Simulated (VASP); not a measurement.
# C (P6/mmm) in VASP: a series of runs, part 2 of 2

VASP 6.6.1. The steps go on from the part before.

## Step 3: Single point, LDA

This run uses another cell than the first one, of 19.64 Å³/atom, 1.012 times its volume.

Contents of INCAR:

```
SYSTEM = C
PREC = Accurate
ENCUT = 520
EDIFF = 1E-6
ISMEAR = 0
SIGMA = 0.15
LREAL = .FALSE.
LASPH = .TRUE.
NELM = 100
ALGO = Normal
ISIF = 2
LWAVE = .FALSE.
LCHARG = .FALSE.
NBANDS = 11
```

Contents of KPOINTS:

```
Automatic mesh
0
G
  21 21 6
  0 0 0
```

Contents of POSCAR:

```
C
1.0
    2.4593000000      0.0000000000      0.0000000000
   -1.2296500000      2.1298162755      0.0000000000
    0.0000000000      0.0000000000      7.5011000000
C
2
Direct
    0.3333333333      0.6666666667      0.0000000000
    0.6666666667      0.3333333333      0.0000000000
```

Potentials or basis: VASP PAW LDA potentials, release 64 (C).

Started as:

```
$ cat potpaw_LDA.64/C/POTCAR > POTCAR
$ mpirun -np 1 vasp_std > vasp.out
```

OUTCAR:

```text
SYSTEM = C
   PREC = Accurate
   ENCUT = 520
   EDIFF = 1E-6
   ISMEAR = 0
   LREAL = .FALSE.
   LASPH = .TRUE.
   NELM = 100
   ISIF = 2

 ion  position               nearest neighbor table
   1  0.333  0.667  0.000-   2 1.42   2 1.42   2 1.42
   2  0.667  0.333  0.000-   1 1.42   1 1.42   1 1.42

  LATTYP: Found a hexagonal cell.
 ALAT       =     2.4593000000
 C/A-ratio  =     3.0500955556

  Lattice vectors:

 A1 = (   2.4593000000,   0.0000000000,   0.0000000000)
 A2 = (  -1.2296500000,   2.1298162755,   0.0000000000)
 A3 = (   0.0000000000,   0.0000000000,   7.5011000000)

Analysis of symmetry for initial positions (statically):
=====================================================================
 Subroutine PRICEL returns:
 Original cell was already a primitive cell.

 Routine SETGRP: Setting up the symmetry group for a
 hexagonal supercell.

 Subroutine GETGRP returns: Found 24 space group operations
 (whereof 24 operations were pure point group operations)
 out of a pool of 24 trial point group operations.

The static configuration has the point symmetry D_6h.

[... 163 lines left out ...]
 cond. band min:      -0.4149282254   @ k =   0.3333   0.3333   0.1667
 fundamental gap:      0.0002670847
 Fermi energy:        -0.4150608826

 k-point     1 :       0.0000    0.0000    0.0000
  band No.  band energies     occupation
      1     -19.7787      2.00000
      2      -8.1084      2.00000
      3      -3.4504      2.00000
      4      -3.4503      2.00000
      5       2.5894      0.00000
      6       5.7963      0.00000
      7       7.8941      0.00000
      8       7.8941      0.00000
      9       7.9431      0.00000
     10      11.0069      0.00000
     11      12.5562      0.00000
[... 309 lines left out ...]
 k-point    24 :       0.1905    0.0952    0.0000
  band No.  band energies     occupation
      1     -18.2925      2.00000
      2      -7.5087      2.00000
      3      -6.3362      2.00000
      4      -5.9381      2.00000
      5       4.6296      0.00000
      6       6.8573      0.00000
      7       7.7384      0.00000
      8       8.5312      0.00000
      9       9.9567      0.00000
     10      11.6597      0.00000
     11      15.6867      0.00000

 [... further k-points ...]
[... 5 lines left out ...]
  --------------------------------------------------------------------------------------
  -------------------------------------------------------------------------------------
  Total       -0.6882001     -0.6882001     -0.0136555      0.0000000      0.0000000      0.0000000
  in kB      -28.0638132    -28.0638132     -0.5568522      0.0000000      0.0000000      0.0000000
  external PRESSURE =     -18.8948262 kB  Pullay stress =       0.0000000 kB

 VOLUME and BASIS-vectors are now :
 -----------------------------------------------------------------------------
  energy-cutoff  :      520.00
  volume of cell :       39.29
      direct lattice vectors                 reciprocal lattice vectors
     2.459300000  0.000000000  0.000000000     0.406619770  0.234762034  0.000000000
    -1.229650000  2.129816276  0.000000000     0.000000000  0.469524067  0.000000000
     0.000000000  0.000000000  7.501100000     0.000000000  0.000000000  0.133313781

 POSITION                                       TOTAL-FORCE (eV/Angst)
 -----------------------------------------------------------------------------------
     -0.00000      1.41988      0.00000        -0.000000      0.000000      0.000000
      1.22965      0.70994      0.00000         0.000000     -0.000000      0.000000
 -----------------------------------------------------------------------------------
    total drift:                                0.000000     -0.000000     -0.000000

  FREE ENERGIE OF THE ION-ELECTRON SYSTEM (eV)
  ---------------------------------------------------
  free  energy   TOTEN  =       -20.1722526870 eV

  energy  without entropy=      -20.1714850833  energy(sigma->0) =      -20.17186889
```

OSZICAR:

```text
N       E                     dE             d eps       ncg     rms          rms(c)
DAV:   1     0.191094448496E+02    0.19109E+02   -0.37617E+03  4232   0.591E+02
DAV:   2    -0.199973750556E+02   -0.39107E+02   -0.37052E+02  5583   0.131E+02
DAV:   3    -0.216303858692E+02   -0.16330E+01   -0.16263E+01  5324   0.259E+01
DAV:   4    -0.216465051670E+02   -0.16119E-01   -0.16114E-01  5575   0.321E+00
DAV:   5    -0.216466381215E+02   -0.13295E-03   -0.13294E-03  5213   0.257E-01    0.654E+00
DAV:   6    -0.205705124930E+02    0.10761E+01   -0.89511E-01  4911   0.542E+00    0.374E+00
DAV:   7    -0.201775582484E+02    0.39295E+00   -0.11339E+00  5089   0.603E+00    0.949E-01
DAV:   8    -0.201711956358E+02    0.63626E-02   -0.29838E-02  4950   0.107E+00    0.155E-01
DAV:   9    -0.201702863636E+02    0.90927E-03   -0.86091E-04  5221   0.176E-01    0.123E-01
DAV:  10    -0.201716897957E+02   -0.14034E-02   -0.40241E-03  4601   0.270E-01    0.992E-02
DAV:  11    -0.201719274370E+02   -0.23764E-03   -0.80967E-05  4742   0.543E-02    0.274E-02
DAV:  12    -0.201722336890E+02   -0.30625E-03   -0.96026E-05  4416   0.487E-02    0.140E-02
DAV:  13    -0.201722457400E+02   -0.12051E-04   -0.14143E-06  4866   0.747E-03    0.358E-03
DAV:  14    -0.201722526654E+02   -0.69254E-05   -0.84485E-07  4425   0.332E-03    0.639E-04
DAV:  15    -0.201722526870E+02   -0.21559E-07   -0.77603E-09  5008   0.527E-04
   1 F= -.20172253E+02 E0= -.20171869E+02  d E =-.767604E-03
```

stdout:

```text
POSCAR found type information on POSCAR C
 POSCAR found :  1 types and       2 ions
 scaLAPACK will be used
 LDA part: xc-table for (Slater(with rela. corr.)+CA(PZ))
 , standard interpolation
 POSCAR, INCAR and KPOINTS ok, starting setup
 FFT: planning ... GRIDC
 FFT: planning ... GRID_SOFT
 FFT: planning ... GRID
 WAVECAR not read
 entering main loop
```

Run time: 1.8 min. Hardware: 1 thread of Intel Xeon 8259CL, shared host; peak memory 0.17 GiB.

What came out:

- Free energy: -20.1723 eV
- Pressure: -1.9 GPa
- Band gap on the k mesh: zero (filled and empty bands touch)

Stress tensor (GPa, compression positive):
```
-2.81  0.00  0.00
 0.00 -2.81  0.00
 0.00  0.00 -0.06
```

Levels at points of the mesh, in eV from the Fermi level:
```tsv
k point	band 1	band 2	band 3	band 4	band 5	band 6	band 7	band 8
(0.00, 0.00, 0.00)	-19.36	-7.69	-3.04	-3.04	3.00	6.21	8.31	8.31
(0.00, 0.00, 0.50)	-19.36	-7.70	-3.04	-3.04	4.04	4.08	8.31	8.31
```

## Step 4: Single point, LDA

This run uses another cell than the first one, of 19.80 Å³/atom, 1.020 times its volume.

Contents of INCAR:

```
SYSTEM = C
  ALGO = Normal
  EDIFF = 1E-7
  ENCUT = 520
  GGA = CA
  ISIF = 2
  ISMEAR = 0
  LASPH = .True.
  LCHARG = .False.
  LREAL = .False.
  LWAVE = .False.
  NBANDS = 11
  NELM = 60
  PREC = Accurate
  SIGMA = 0.15
```

Contents of KPOINTS:

```
k-points
0
Gamma
  21 21 6
  0 0 0
```

Contents of POSCAR:

```
C
1.0
    2.3762000000      0.0000000000      0.0000000000
   -1.1881000000      2.0578495645      0.0000000000
    0.0000000000      0.0000000000      8.0977000000
C
2
Direct
    0.3333333333      0.6666666667      0.0000000000
    0.6666666667      0.3333333333      0.0000000000
```

Started as:

```
$ cat potpaw_LDA.64/C/POTCAR > POTCAR
$ mpirun -np 1 vasp_std > vasp.out
```

Wall time 2 min (1 thread of Intel Xeon 8259CL, shared host); peak memory 0.18 GiB.

It converged, with:

| Property | Result |
| --- | --- |
| Free energy | -20.0480 eV |
| Band gap on the k mesh | zero (filled and empty bands touch) |

Levels at points of the mesh, in eV from the Fermi level:
```csv
k point,band 1,band 2,band 3,band 4,band 5,band 6,band 7,band 8
"(0.00, 0.00, 0.00)",-20.20,-8.42,-2.98,-2.98,2.77,5.41,7.21,9.02
"(0.00, 0.00, 0.50)",-20.20,-8.42,-2.98,-2.98,3.52,3.75,9.02,9.02
```

## Step 5: Single point, LDA

This run uses another cell than the first one, of 19.88 Å³/atom, 1.024 times its volume.

Contents of INCAR:

```
PREC = Accurate
ENCUT = 520
EDIFF = 1E-6
ISMEAR = 0
SIGMA = 0.15
LREAL = False
LASPH = True
NELM = 60
ALGO = Normal
ISIF = 2
LWAVE = False
LCHARG = False
NBANDS = 11
```

Contents of KPOINTS:

```
Automatic mesh
0
Gamma
  21 21 6
```

Contents of POSCAR:

```
C
1.0
    2.4740000000      0.0000000000      0.0000000000
   -1.2370000000      2.1425468490      0.0000000000
    0.0000000000      0.0000000000      7.5011000000
C
2
Direct
    0.3333333333      0.6666666667      0.0000000000
    0.6666666667      0.3333333333      0.0000000000
```

Started as:

```
$ cat potpaw_LDA.64/C/POTCAR > POTCAR
$ mpirun -np 1 vasp_std > vasp.out
```

It took 1.7 min on 1 thread of Intel Xeon 8259CL, shared host; peak memory 0.17 GiB.

The run converged. Its results:

```
Free energy            : -20.1595 eV
Pressure               : -4.0 GPa
Band gap on the k mesh : zero (filled and empty bands touch)
```

Stress tensor (GPa, compression positive):
```
-6.01  0.00  0.00
 0.00 -6.01  0.00
 0.00  0.00 -0.05
```

Levels at points of the mesh, in eV from the Fermi level:
| k point | band 1 | band 2 | band 3 | band 4 | band 5 | band 6 | band 7 | band 8 |
| --- | --- | --- | --- | --- | --- | --- | --- | --- |
| (0.00, 0.00, 0.00) | -19.22 | -7.57 | -3.04 | -3.04 | 3.06 | 6.27 | 8.19 | 8.19 |
| (0.00, 0.00, 0.50) | -19.22 | -7.58 | -3.04 | -3.04 | 4.09 | 4.14 | 8.19 | 8.19 |

## Step 6: Single point, LDA

This run uses another cell than the first one, of 20.37 Å³/atom, 1.049 times its volume.

Contents of INCAR:

```
SYSTEM = C
ALGO = Normal
EDIFF = 1E-7
ENCUT = 520
ISIF = 2
ISMEAR = 0
LASPH = .True.
LCHARG = .False.
LREAL = .False.
LWAVE = .False.
NBANDS = 11
NELM = 100
PREC = Accurate
SIGMA = 0.15
```

Contents of KPOINTS:

```
k-points
0
Gamma
  21 21 6
  0 0 0
```

Contents of POSCAR:

```
C
1.0
    2.4104000000      0.0000000000      0.0000000000
   -1.2052000000      2.0874676333      0.0000000000
    0.0000000000      0.0000000000      8.0977000000
C
2
Direct
    0.3333333333      0.6666666667      0.0000000000
    0.6666666667      0.3333333333      0.0000000000
```

Potentials or basis: VASP PAW LDA potentials, release 64 (C).

Started as:

```
$ cat potpaw_LDA.64/C/POTCAR > POTCAR
$ mpirun -np 1 vasp_std > vasp.out
```

Wall time 2.2 min (1 thread of Intel Xeon 8259CL, shared host); peak memory 0.18 GiB.

The run converged. Its results:

| Item | Value |
| --- | --- |
| Free energy | -20.1422 eV |
| Band gap on the k mesh | zero (filled and empty bands touch) |

Levels at points of the mesh, in eV from the Fermi level:
```csv
k point,band 2,band 3,band 4,band 5,band 6,band 7
"(0.00, 0.00, 0.00)",-8.11,-3.01,-3.01,2.91,5.55,7.36
"(0.00, 0.00, 0.50)",-8.11,-3.01,-3.01,3.66,3.88,8.72
```

## Step 7: Overview

```tsv
cell	gap on the mesh (eV)	pressure (GPa)
a = 2.445, b = 2.445, c = 7.501 Å, angles 90.0, 90.0, 120.0°, 2 atoms	none	0.4
a = 2.459, b = 2.459, c = 7.501 Å, angles 90.0, 90.0, 120.0°, 2 atoms	none	-1.9
a = 2.376, b = 2.376, c = 8.098 Å, angles 90.0, 90.0, 120.0°, 2 atoms	none	-
a = 2.474, b = 2.474, c = 7.501 Å, angles 90.0, 90.0, 120.0°, 2 atoms	none	-4.0
a = 2.410, b = 2.410, c = 8.098 Å, angles 90.0, 90.0, 120.0°, 2 atoms	none	-
```

Alike in all rows: task single point; level LDA; potentials or basis VASP PAW LDA potentials, release 64 (C); no spin polarisation; k mesh 21 × 21 × 6; cutoff (eV) 520; smearing gaussian 0.15 eV.

Absolute energies hang on the potentials; compare differences alone.
